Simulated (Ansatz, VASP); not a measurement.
Two plane-wave programs on Bi

File INCAR:

```
PREC = Accurate ; ENCUT = 520
EDIFF = 1E-6 ; ISMEAR = 0
SIGMA = 0.1 ; LREAL = F
LASPH = T ; NELM = 80
ALGO = Normal ; ISIF = 2
LWAVE = F ; LCHARG = F
GGA = PS ; NBANDS = 14
```

Contents of KPOINTS:

```
regular mesh
0
Gamma
  16 16 16
```

POSCAR

```
Bi
1.0
   -1.9370551589      1.9370551589      1.9370551589
    1.9370551589     -1.9370551589      1.9370551589
    1.9370551589      1.9370551589     -1.9370551589
Bi
1
Direct
    0.0000000000      0.0000000000      0.0000000000
```

Input for Ansatz:

```yaml
crystal:
  lattice:
    - [-1.9370551589, 1.9370551589, 1.9370551589]
    - [1.9370551589, -1.9370551589, 1.9370551589]
    - [1.9370551589, 1.9370551589, -1.9370551589]
  atoms:
    - { symbol: Bi, position: [0.0, 0.0, 0.0] }
basis:
  ecutwfc: 420
kpoints:
  mp_grid: { grid: [16, 16, 16] }
hamiltonian:
  xc: pbesol
scf:
  occupations: { method: gaussian, width: 0.1 }
output:
  forces: true
  stress: true
  eigenvalues: true
  write_density: true
  write_potential: true
  elf: true
  volumetric_format: npy
```

Alike in both runs: task single point; functional PBEsol; k mesh 16 × 16 × 16; occupations gaussian, width 0.1 eV; no spin polarisation.

```csv
,VASP,Ansatz
version,VASP 6.6.1,Ansatz 0.2.0
potentials or method,"VASP PAW PBE potentials, release 64 (Bi_d), cutoff 520 eV","scalar-relativistic, plane waves, PAW"
valence electrons in the cell,15,15
```

```tsv
	VASP	Ansatz	Ansatz less VASP
gap on the k mesh at the Fermi level (eV)	none	none	-
pressure (GPa)	1.9	1.9	+0.05
```

VASP's potentials were made for PBE, not for PBEsol. A gap of «none» marks a metal or a gap that the smearing closes.

Spin-orbit coupling is off throughout.
